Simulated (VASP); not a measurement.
# H11C2NO4 in VASP: notebook

Runs on H11C2NO4. Level: PBE+D3(BJ). Tasks: single point, molecular dynamics.

All numbers are computed with VASP 6.6.1; they aren't measurements. Logs are shortened: lines on timing, memory, paths and dates and some standing lists are left out, and cuts for length are marked.

## (1) The cell of the first run

The cell holds an amorphous packing of atoms, 18 atoms: a = 5.915 Å, b = 5.915 Å, c = 5.915 Å, α = 90.00°, β = 90.00°, γ = 90.00°.

## (2) Single point, PBE+D3(BJ)

Contents of INCAR:

```
SYSTEM = H11C2NO4
  PREC = Accurate
  ENCUT = 520
  EDIFF = 1E-6
  ISMEAR = -1
  SIGMA = 0.02
  LREAL = Auto
  LASPH = .True.
  NELM = 60
  ALGO = Normal
  ISIF = 2
  LWAVE = .False.
  LCHARG = .False.
  GGA = PE
  IVDW = 12
  NBANDS = 39
```

Contents of KPOINTS:

```
Automatic mesh
0
Gamma
  1 1 1
  0 0 0
```

Contents of POSCAR:

```
H11C2NO4
1.0
    5.9154820000      0.0000000000      0.0000000000
    0.0000000000      5.9154820000      0.0000000000
    0.0000000000      0.0000000000      5.9154820000
O H C N
4 11 2 1
Direct
    0.6814688683      0.4236983431      0.8923393842
    0.0677036314      0.9851571786      0.8630709865
    0.6668616805      0.2520717047      0.3696156526
    0.0651293169      0.3746381843      0.1459837584
    0.5853089695      0.3897688428      1.0218929396
    0.6423113134      0.5785659569      0.8456168184
    0.1285597555      0.8333955955      0.8812847035
   -0.0916858560      0.9594587103      0.8240288913
    0.8243832758      0.2925147841      0.3315430143
    0.6531089154      0.2821458099      0.5308971796
   -0.0614445284      0.4156792706      0.0422351159
    0.1148201270      0.2324851915      0.0756602871
    0.2704321295      0.6526508468      0.3303146328
    0.2102016332      0.9485938289      0.3626892695
    0.4481533348      0.8610981824      0.1982221999
    0.3453146426      0.8219109793      0.3489765246
    0.4862050368      0.8340199352      0.5463593067
    0.6004018539      0.8424862553      0.7059759351
```

Potentials or basis: VASP PAW PBE potentials, release 64 (O, H, C, N).

Started as:

```sh
cat potpaw_PBE.64/O/POTCAR potpaw_PBE.64/H/POTCAR potpaw_PBE.64/C/POTCAR potpaw_PBE.64/N/POTCAR > POTCAR
mpirun -np 1 vasp_gam > vasp.out
```

OUTCAR:

```text
SYSTEM = H11C2NO4
   PREC = Accurate
   ENCUT = 520
   EDIFF = 1E-6
   ISMEAR = -1
   LREAL = Auto
   LASPH = .True.
   NELM = 60
   ISIF = 2
   GGA = PE
   IVDW = 12
 IVDW          = 12

 ion  position               nearest neighbor table
   1  0.681  0.424  0.892-   5 0.98   6 0.98
   2  0.068  0.985  0.863-   7 0.97   8 0.98
   3  0.667  0.252  0.370-  10 0.97   9 0.99
   4  0.065  0.375  0.146-  12 0.98  11 1.00
   5  0.585  0.390  0.022-   1 0.98
   6  0.642  0.579  0.846-   1 0.98
   7  0.129  0.833  0.881-   2 0.97
   8  0.908  0.959  0.824-   2 0.98
   9  0.824  0.293  0.332-   3 0.99
  10  0.653  0.282  0.531-   3 0.97
  11  0.939  0.416  0.042-   4 1.00
  12  0.115  0.232  0.076-   4 0.98
  13  0.270  0.653  0.330-  16 1.10
  14  0.210  0.949  0.363-  16 1.10
  15  0.448  0.861  0.198-  16 1.10
  16  0.345  0.822  0.349-  14 1.10  13 1.10  15 1.10  17 1.44
  17  0.486  0.834  0.546-  18 1.16  16 1.44
  18  0.600  0.842  0.706-  17 1.16

  LATTYP: Found a simple cubic cell.
 ALAT       =     5.9154820000

  Lattice vectors:

 A1 = (   5.9154820000,   0.0000000000,   0.0000000000)
 A2 = (   0.0000000000,   5.9154820000,   0.0000000000)
 A3 = (   0.0000000000,   0.0000000000,   5.9154820000)

Analysis of symmetry for initial positions (statically):
=====================================================================
 Subroutine PRICEL returns:
 Original cell was already a primitive cell.

 Routine SETGRP: Setting up the symmetry group for a
 simple cubic supercell.

 Subroutine GETGRP returns: Found  1 space group operations
 (whereof  1 operations were pure point group operations)
 out of a pool of 48 trial point group operations.

The static configuration has the point symmetry C_1 .

Analysis of symmetry for dynamics (positions and initial velocities):
=====================================================================
 Subroutine PRICEL returns:
 Original cell was already a primitive cell.

 Routine SETGRP: Setting up the symmetry group for a
 simple cubic supercell.

 Subroutine GETGRP returns: Found  1 space group operations
 (whereof  1 operations were pure point group operations)
 out of a pool of 48 trial point group operations.

The dynamic configuration has the point symmetry C_1 .

 Subroutine INISYM returns: Found  1 space group operations
 (whereof  1 operations are pure point group operations),
 and found     1 'primitive' translations

----------------------------------------------------------------------------------------

                                     Primitive cell

  volume of cell :     207.0000

  direct lattice vectors                    reciprocal lattice vectors
     5.915482000  0.000000000  0.000000000     0.169047932  0.000000000  0.000000000
     0.000000000  5.915482000  0.000000000     0.000000000  0.169047932  0.000000000
     0.000000000  0.000000000  5.915482000     0.000000000  0.000000000  0.169047932

  length of vectors
     5.915482000  5.915482000  5.915482000     0.169047932  0.169047932  0.169047932

  position of ions in fractional coordinates (direct lattice)
     0.681468868  0.423698343  0.892339384
     0.067703631  0.985157179  0.863070986
     0.666861680  0.252071705  0.369615653
     0.065129317  0.374638184  0.145983758
     0.585308969  0.389768843  0.021892940
     0.642311313  0.578565957  0.845616818
     0.128559755  0.833395596  0.881284704
     0.908314144  0.959458710  0.824028891
     0.824383276  0.292514784  0.331543014
     0.653108915  0.282145810  0.530897180
     0.938555472  0.415679271  0.042235116
     0.114820127  0.232485191  0.075660287
     0.270432130  0.652650847  0.330314633
     0.210201633  0.948593829  0.362689270
     0.448153335  0.861098182  0.198222200
     0.345314643  0.821910979  0.348976525
     0.486205037  0.834019935  0.546359307
     0.600401854  0.842486255  0.705975935

  ion indices of the primitive-cell ions
   primitive index   ion index
                 1           1
                 2           2
                 3           3
                 4           4
                 5           5
                 6           6
                 7           7
                 8           8
                 9           9
                10          10
                11          11
                12          12
                13          13
                14          14
                15          15
                16          16
                17          17
                18          18

----------------------------------------------------------------------------------------

 KPOINTS: Automatic mesh

Automatic generation of k-mesh.
 Grid dimensions read from file:
 generate k-points for:    1    1    1

 Generating k-lattice:

  Cartesian coordinates                     Fractional coordinates (reciprocal lattice)
     0.169047932  0.000000000  0.000000000     1.000000000  0.000000000  0.000000000
     0.000000000  0.169047932  0.000000000     0.000000000  1.000000000  0.000000000
     0.000000000  0.000000000  0.169047932     0.000000000  0.000000000  1.000000000

  Length of vectors
     0.169047932  0.169047932  0.169047932

  Shift w.r.t. Gamma in fractional coordinates (k-lattice)
     0.000000000  0.000000000  0.000000000

 Subroutine IBZKPT returns following result:
 ===========================================

 Found      1 irreducible k-points:

 Following reciprocal coordinates:
            Coordinates               Weight
  0.000000  0.000000  0.000000      1.000000
   k-points           NKPTS =      1   k-points in BZ     NKDIM =      1   number of bands    NBANDS=     39
   number of dos      NEDOS =    301   number of ions     NIONS =     18
   total plane-waves  NPLWV = 110592
   dimension x,y,z NGX =    48 NGY =   48 NGZ =   48
   dimension x,y,z NGXF=    96 NGYF=   96 NGZF=   96
   ions per type =               4  11   2   1
   NGX,Y,Z   is equivalent  to a cutoff of  13.49, 13.49, 13.49 a.u.
   NGXF,Y,Z  is equivalent  to a cutoff of  26.98, 26.98, 26.98 a.u.
 SYSTEM =  H11C2NO4
   PREC   = accura    normal or accurate (medium, high low for compatibility)
   ISTART =      0    job   : 0-new  1-cont  2-samecut
   ICHARG =      2    charge: 1-file 2-atom 10-const
   ISPIN  =      1    spin polarized calculation?
   LNONCOLLINEAR =      F non collinear calculations
   LSORBIT =      F    spin-orbit coupling
   LASPH  =      T    aspherical Exc in radial PAW
   ENCUT  =  520.0 eV  38.22 Ry    6.18 a.u.  11.00 11.00 11.00*2*pi/ulx,y,z
   NELM   =     60;   NELMIN=  2; NELMDL= -5     # of ELM steps
   EDIFF  = 0.1E-05   stopping-criterion for ELM
   LREAL  =      T    real-space projection
   EDIFFG = 0.1E-04   stopping-criterion for IOM
   NSW    =      0    number of steps for IOM
   IBRION =     -1    ionic relax: 0-MD 1-quasi-New 2-CG
   NFREE  =      0    steps in history (QN), initial steepest desc. (CG)
   ISIF   =      2    stress and relaxation
   ISYM   =      2    0-nonsym 1-usesym 2-fastsym
   POTIM  = 0.5000    time-step for ionic-motion
   TEBEG  =    0.0;   TEEND  =   0.0 temperature during run
   PSTRESS=    0.0 pullay stress
   NELECT =      48.0000    total number of electrons
   NUPDOWN=      -1.0000    fix difference up-down
   EMIN   =  10.00;   EMAX   =-10.00  energy-range for DOS
   EFERMI =   0.00;   METHOD = LEGACY
   ISMEAR =    -1;   SIGMA  =   0.02  broadening in eV -4-tet -1-fermi 0-gaus
   EFERMI_NEDOS =   21; number of points for ismear=-14 and -15
   IALGO  =     38    algorithm
   IMIX   =      4    mixing-type and parameters
     AMIX     =   0.40;   BMIX     =  1.00
     AMIX_MAG =   1.60;   BMIX_MAG =  1.00
  volume/ion in A,a.u.               =      11.50        77.61
  Fermi-wavevector in a.u.,A,eV,Ry     =   1.005769  1.900629 13.763275  1.011572
  Thomas-Fermi vector in A             =   2.138470
   LORBIT       =      0    0 simple, 1 ext, 2 COOP (PROOUT), +10 PAW based schemes
   GGA     = PE    functional components
   LHFCALC =     F    Hartree Fock is set to
   AEXX    =    0.0000 exact exchange contribution
   IVDW    =    12    specifies the selected vdW correction
   LEPSILON=     F    determine dielectric tensor
   LRPA    =     F    only Hartree local field effects (RPA)
 non-spin polarized calculation
  energy-cutoff  :      520.00
  volume of cell :      207.00
 maximum number of plane-waves:      2749
 NGX is ok and might be reduce to    42
   NGX = 21   NGY = 21   NGZ = 21

 number of electron      48.0000002 magnetization

 Free energy of the ion-electron system (eV)
  ---------------------------------------------------
  ext. energy  EPLUGINS =         0.00000000
  ---------------------------------------------------
  free energy    TOTEN  =       -95.28621934 eV

  energy without entropy =      -95.28621934  energy(sigma->0) =      -95.28621934

 E-fermi :  -3.0448     XC(G=0):  -6.5696

 val. band max:       -3.5876017509   @ k =   0.0000   0.0000   0.0000
 cond. band min:       1.3169861266   @ k =   0.0000   0.0000   0.0000
 fundamental gap:      4.9045878775
 Fermi energy:        -3.0447756482

 k-point     1 :       0.0000    0.0000    0.0000
  band No.  band energies     occupation
      1     -22.3715      2.00000
      2     -22.2035      2.00000
      3     -21.6347      2.00000
      4     -21.3398      2.00000
      5     -20.1221      2.00000
      6     -16.1469      2.00000
      7     -10.3327      2.00000
      8      -9.9959      2.00000
      9      -9.6432      2.00000
     10      -9.5065      2.00000
     11      -9.0840      2.00000
     12      -8.1730      2.00000
     13      -8.1142      2.00000
     14      -7.1616      2.00000
     15      -6.5906      2.00000
     16      -6.4009      2.00000
     17      -5.8990      2.00000
     18      -5.6298      2.00000
     19      -5.4866      2.00000
     20      -5.1697      2.00000
     21      -4.3678      2.00000
     22      -4.2988      2.00000
     23      -3.8447      2.00000
     24      -3.5876      2.00000
     25       1.3170      0.00000
     26       2.2218      0.00000
     27       2.4473      0.00000
     28       4.3996      0.00000
     29       4.9662      0.00000
     30       5.1534      0.00000
     31       5.8625      0.00000
     32       6.2508      0.00000
     33       6.3497      0.00000
     34       6.4409      0.00000
     35       6.8473      0.00000
     36       7.3273      0.00000
 [bands above 36 left out]

------------------------ aborting loop because EDIFF is reached ----------------------------------------

 Edisp (eV)   -0.66034

 E8    (eV) :    -0.1435

  FORCE on cell =-STRESS in cart. coord.  units (eV):
  Direction    XX          YY          ZZ          XY          YZ          ZX
  --------------------------------------------------------------------------------------
  -------------------------------------------------------------------------------------
  Total      -0.50760     0.02188    -0.80168    -0.51007    -0.82995     0.17249
  in kB      -3.92883     0.16933    -6.20496    -3.94793    -6.42382     1.33503
  external pressure =       -3.32 kB  Pullay stress =        0.00 kB

 VOLUME and BASIS-vectors are now :
 -----------------------------------------------------------------------------
  energy-cutoff  :      520.00
  volume of cell :      207.00
      direct lattice vectors                 reciprocal lattice vectors
     5.915482000  0.000000000  0.000000000     0.169047932  0.000000000  0.000000000
     0.000000000  5.915482000  0.000000000     0.000000000  0.169047932  0.000000000
     0.000000000  0.000000000  5.915482000     0.000000000  0.000000000  0.169047932

 POSITION                                       TOTAL-FORCE (eV/Angst)
 -----------------------------------------------------------------------------------
      4.03122      2.50638      5.27862         0.035245     -0.017048     -0.030089
      0.40050      5.82768      5.10548        -0.067508     -0.147658     -0.031014
      3.94481      1.49113      2.18645         0.046129      0.069736      0.021038
      0.38527      2.21617      0.86356        -0.048453      0.013492     -0.144567
      3.46238      2.30567      0.12951        -0.038099     -0.088535      0.100387
      3.79958      3.42250      5.00223         0.024742      0.072109     -0.047546
      0.76049      4.92994      5.21322         0.041397      0.056219      0.036384
      5.37312      5.67566      4.87453         0.004377      0.074177      0.036617
      4.87662      1.73037      1.96124         0.011686     -0.064495     -0.055750
      3.86345      1.66903      3.14051        -0.019569     -0.005743      0.049621
      5.55201      2.45894      0.24984         0.066777      0.035153      0.096838
      0.67922      1.37526      0.44757        -0.019672     -0.047884     -0.007961
      1.59974      3.86074      1.95397         0.013935     -0.011438     -0.010470
      1.24344      5.61139      2.14548        -0.015729      0.028555     -0.009210
      2.65104      5.09381      1.17258        -0.004478      0.004581     -0.008739
      2.04270      4.86200      2.06436         0.019929     -0.001996      0.019619
      2.87614      4.93363      3.23198        -0.256775     -0.026925     -0.320936
      3.55167      4.98371      4.17619         0.206065      0.057699      0.305777
 -----------------------------------------------------------------------------------
    total drift:                                0.002431      0.006324     -0.000176

  FREE ENERGIE OF THE ION-ELECTRON SYSTEM (eV)
  ---------------------------------------------------
  free  energy   TOTEN  =       -95.9465595549 eV

  energy  without entropy=      -95.9465595549  energy(sigma->0) =      -95.94655955
```

It used 37 s of CPU time on 1 thread of AMD EPYC 7R13 Processor (Zen 3), with other jobs on the host.

What came out:

| Quantity | Value |
| --- | --- |
| Free energy | -95.9466 eV |
| Pressure | -0.3 GPa |
| Largest force | 0.412 eV/Å |
| Band gap on the k mesh | 4.90 eV |
| Dispersion energy per atom | -0.037 eV |

Forces on the atoms (eV/Å):
```
O    0.035 -0.017 -0.030
O   -0.068 -0.148 -0.031
O    0.046  0.070  0.021
O   -0.048  0.013 -0.145
H   -0.038 -0.089  0.100
H    0.025  0.072 -0.048
H    0.041  0.056  0.036
H    0.004  0.074  0.037
H    0.012 -0.064 -0.056
H   -0.020 -0.006  0.050
H    0.067  0.035  0.097
H   -0.020 -0.048 -0.008
H    0.014 -0.011 -0.010
H   -0.016  0.029 -0.009
H   -0.004  0.005 -0.009
C    0.020 -0.002  0.020
C   -0.257 -0.027 -0.321
N    0.206  0.058  0.306
```

Caveat: the k points lie up to 1.06 Å⁻¹ apart.

## (3) Single point, PBE+D3(BJ)

Contents of INCAR:

```
SYSTEM = H11C2NO4
PREC = Accurate
ENCUT = 520
EDIFF = 1E-6
ISMEAR = -1
SIGMA = 0.02
LREAL = Auto
LASPH = .True.
NELM = 60
ALGO = Normal
ISIF = 2
LWAVE = .False.
LCHARG = .True.
GGA = PE
IVDW = 12
LELF = .True.
LVHAR = .True.
NBANDS = 39
```

KPOINTS is that of step 2.

Contents of POSCAR:

```
H11C2NO4
1.0
    5.9154820000      0.0000000000      0.0000000000
    0.0000000000      5.9154820000      0.0000000000
    0.0000000000      0.0000000000      5.9154820000
O H C N
4 11 2 1
Direct
    0.5988184902      0.3769092696      0.8843911620
    0.0819544375      0.9257402863      0.8658973183
    0.7356627913      0.2782021820      0.4331008023
    0.0864173029      0.3672904423      0.1418312151
    0.4697672988      0.3804254666      0.9878823061
    0.5622534225      0.5218509667      0.7978386208
    0.2146739691      0.9323669652      0.7662604670
   -0.0446286541      0.9209900394      0.7631330803
    0.8565658724      0.3556430397      0.3618132893
    0.7343611222      0.2839160021      0.5990551573
    0.0608403508      0.4839166107      0.0279605280
    0.0355169706      0.2184944524      0.0807711020
    0.3547978001      0.5289847894      0.2976426942
    0.2150120650      0.7829793075      0.2587616698
    0.4723368273      0.7776542977      0.1290173818
    0.3868323832      0.7132470355      0.2857586246
    0.4911518622      0.7959959983      0.4904925752
    0.5692858164      0.8657282703      0.6545366886
```

Potentials or basis: VASP PAW PBE potentials, release 64 (O, H, C, N).

Started as:

```sh
cat potpaw_PBE.64/O/POTCAR potpaw_PBE.64/H/POTCAR potpaw_PBE.64/C/POTCAR potpaw_PBE.64/N/POTCAR > POTCAR
mpirun -np 1 vasp_gam > vasp.out
```

It used 67 s of CPU time on 1 thread of AMD EPYC 7R13 Processor (Zen 3) (shared host).

It converged, with:

```
Free energy                : -95.1796 eV
Pressure                   : -0.5 GPa
Largest force              : 2.479 eV/Å
Band gap on the k mesh     : 4.36 eV
Dispersion energy per atom : -0.037 eV
```

Forces in eV/Å, atoms in the order of the input:
```
O   -0.951  2.022 -0.836
O    0.556 -0.033  0.076
O   -1.578 -1.014  0.732
O    0.017 -0.730 -0.082
H    0.256 -0.600  0.159
H    0.731 -1.327  0.669
H   -0.062  0.093  0.370
H   -0.743  0.009 -0.245
H    1.306  0.731 -0.232
H    0.249  0.138 -0.546
H   -0.319 -0.302 -0.115
H    0.267  0.839 -0.177
H    0.661  0.306 -0.262
H    0.144  0.239  0.528
H    0.225 -0.616  0.528
C   -0.542  0.501 -0.219
C   -1.148 -0.615 -2.110
N    0.930  0.358  1.763
```

Stress tensor (GPa, compression positive):
```
 0.52  0.86  0.34
 0.86 -1.73  1.50
 0.34  1.50 -0.20
```

Levels at points of the mesh, in eV from the valence-band top:
```tsv
k point	band 21	band 22	band 23	band 24	band 25	band 26	band 27	band 28
(0.00, 0.00, 0.00)	-1.28	-1.07	-0.65	0.00	4.36	5.64	5.91	7.55
```

Caveat: the k points lie up to 1.06 Å⁻¹ apart.

(Part 1 of 2 ends here.)
